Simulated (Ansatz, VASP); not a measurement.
## Two plane-wave programs on Rh

Contents of POSCAR:

```
Rh
1.0
    0.0000000000      1.9008071574      1.9008071574
    1.9008071574      0.0000000000      1.9008071574
    1.9008071574      1.9008071574      0.0000000000
Rh
1
Direct
    0.0000000000      0.0000000000      0.0000000000
```

INCAR.step1

```
PREC = Accurate ; ENCUT = 520
ISMEAR = -1 ; SIGMA = 0.01
LREAL = F ; LASPH = T
NELM = 60 ; NBANDS = 14
GGA = PE ; ALGO = Normal
EDIFF = 1E-4 ; LWAVE = T
LCHARG = F
```

Contents of INCAR.step2:

```
PREC = Accurate ; ENCUT = 520
EDIFF = 1E-6 ; ISMEAR = -1
SIGMA = 0.01 ; LREAL = F
LASPH = T ; NELM = 60
ALGO = Normal ; ISIF = 2
LWAVE = F ; LCHARG = F
METAGGA = R2SCAN ; LMIXTAU = T
NBANDS = 14 ; ISTART = 1
```

KPOINTS

```
Automatic mesh
0
Gamma
  14 14 14
```

Input for Ansatz:

```yaml
crystal:
  lattice:
    - [0.0, 1.9008071574, 1.9008071574]
    - [1.9008071574, 0.0, 1.9008071574]
    - [1.9008071574, 1.9008071574, 0.0]
  atoms:
    - { symbol: Rh, position: [0.0, 0.0, 0.0] }
hamiltonian:
  xc: r2scan
  pseudopotentials:
    kind: paw
    azcp:
      Rh: "pseudopotentials/Rh.paw.azcp"
basis:
  ecutwfc: 500
  fft_grid_basis: typed
kpoints:
  mp_grid: { grid: [14, 14, 14], shift: [0, 0, 0] }
magnetization:
  spin_polarized: false
scf:
  occupations: { method: fermi_dirac, width: 0.01 }
  lower_state_search: "off"
output:
  stress: true
```

Alike in both runs: task single point; functional r2SCAN; k mesh 14 × 14 × 14; occupations fermi-dirac, width 0.01 eV; no spin polarisation.

```csv
,VASP,Ansatz
version,VASP 6.6.1,Ansatz 0.2.0
potentials or method,"VASP PAW PBE potentials, release 64 (Rh_pv), cutoff 520 eV","plane waves (500 eV) with PAW, scalar-relativistic"
valence electrons in the cell,15,17
```

Ansatz gave:

* pressure (GPa): -0.4

Estimate VASP's values.

pressure (GPa): 0.8.

VASP's potentials were made for PBE, not for r2SCAN. The functional is the same, so the differences come from potentials, cutoffs and numerics. VASP's potentials hold 15 valence electrons a cell and Ansatz's 17, so a difference there can come from the potentials and not from the codes.
